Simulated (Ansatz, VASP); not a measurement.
**CoSi in VASP and in Ansatz**

The input POSCAR:

```
CoSi
1.0
    4.3835274804      0.0000000000      0.0000000000
    0.0000000000      4.3835274804      0.0000000000
    0.0000000000      0.0000000000      4.3835274804
Co Si
4 4
Direct
    0.1456680264      0.1456680264      0.1456680264
    0.3543319736      0.8543319736      0.6456680264
    0.6456680264      0.3543319736      0.8543319736
    0.8543319736      0.6456680264      0.3543319736
    0.8436088031      0.8436088031      0.8436088031
    0.6563911969      0.1563911969      0.3436088031
    0.3436088031      0.6563911969      0.1563911969
    0.1563911969      0.3436088031      0.6563911969
```

The input INCAR.step1:

```
SYSTEM = CoSi
ALGO     = Normal         ! electronic algorithm
EDIFF    = 1E-4           ! SCF threshold, eV
ENCUT    = 520            ! plane-wave cutoff, eV
GGA      = PE             ! functional
ISMEAR   = 0              ! smearing method
LASPH    = .TRUE.         ! aspherical terms in the spheres
LCHARG   = .FALSE.        ! write CHGCAR
LREAL    = .FALSE.        ! projectors in reciprocal space
LWAVE    = .TRUE.         ! write WAVECAR
NBANDS   = 36             ! bands
NELM     = 100            ! most SCF steps
PREC     = Accurate       ! precision mode
SIGMA    = 0.05           ! smearing width, eV
```

Contents of INCAR.step2:

```
SYSTEM = CoSi
ALGO     = Normal         ! electronic algorithm
EDIFF    = 1E-6           ! SCF threshold, eV
ENCUT    = 520            ! plane-wave cutoff, eV
ISIF     = 2              ! what is computed and relaxed
ISMEAR   = 0              ! smearing method
ISTART   = 1            
LASPH    = .TRUE.         ! aspherical terms in the spheres
LCHARG   = .FALSE.        ! write CHGCAR
LMIXTAU  = .TRUE.       
LREAL    = .FALSE.        ! projectors in reciprocal space
LWAVE    = .FALSE.        ! write WAVECAR
METAGGA  = R2SCAN         ! meta-GGA
NBANDS   = 36             ! bands
NELM     = 100            ! most SCF steps
PREC     = Accurate       ! precision mode
SIGMA    = 0.05           ! smearing width, eV
```

Contents of KPOINTS:

```
k-points
0
G
  8 8 8
  0 0 0
```

Input for Ansatz:

```yaml
crystal:
  lattice:
    - [4.3835274804, 0.0, 0.0]
    - [0.0, 4.3835274804, 0.0]
    - [0.0, 0.0, 4.3835274804]
  atoms:
    - { symbol: Co, position: [0.1456680264, 0.1456680264, 0.1456680264] }
    - { symbol: Co, position: [0.3543319736, 0.8543319736, 0.6456680264] }
    - { symbol: Co, position: [0.6456680264, 0.3543319736, 0.8543319736] }
    - { symbol: Co, position: [0.8543319736, 0.6456680264, 0.3543319736] }
    - { symbol: Si, position: [0.8436088031, 0.8436088031, 0.8436088031] }
    - { symbol: Si, position: [0.6563911969, 0.1563911969, 0.3436088031] }
    - { symbol: Si, position: [0.3436088031, 0.6563911969, 0.1563911969] }
    - { symbol: Si, position: [0.1563911969, 0.3436088031, 0.6563911969] }
basis:
  ecutwfc: 500
  ecutrho_ratio: 4
kpoints:
  mp_grid: { grid: [8, 8, 8] }
hamiltonian:
  xc: r2scan
scf:
  occupations: { method: gaussian, width: 0.05 }
output:
  forces: true
  stress: true
  eigenvalues: true
```

Alike in both runs: task single point; functional r2SCAN; k mesh 8 × 8 × 8; occupations gaussian, width 0.05 eV; no spin polarisation.

```csv
,VASP,Ansatz
version,VASP 6.6.1,Ansatz 0.2.0
potentials or method,"VASP PAW PBE potentials, release 64 (Co, Si), cutoff 520 eV","scalar-relativistic, plane waves, PAW"
valence electrons in the cell,52,84
```

```tsv
	VASP	Ansatz	Ansatz less VASP
gap on the k mesh at the Fermi level (eV)	none	none	-
pressure (GPa)	0.0	-0.1	-0.09
```

VASP's potentials were made for PBE, not for r2SCAN. A gap of «none» marks a metal or a gap that the smearing closes. VASP's potentials hold 52 valence electrons a cell and Ansatz's 84, so a difference there can come from the potentials and not from the codes.
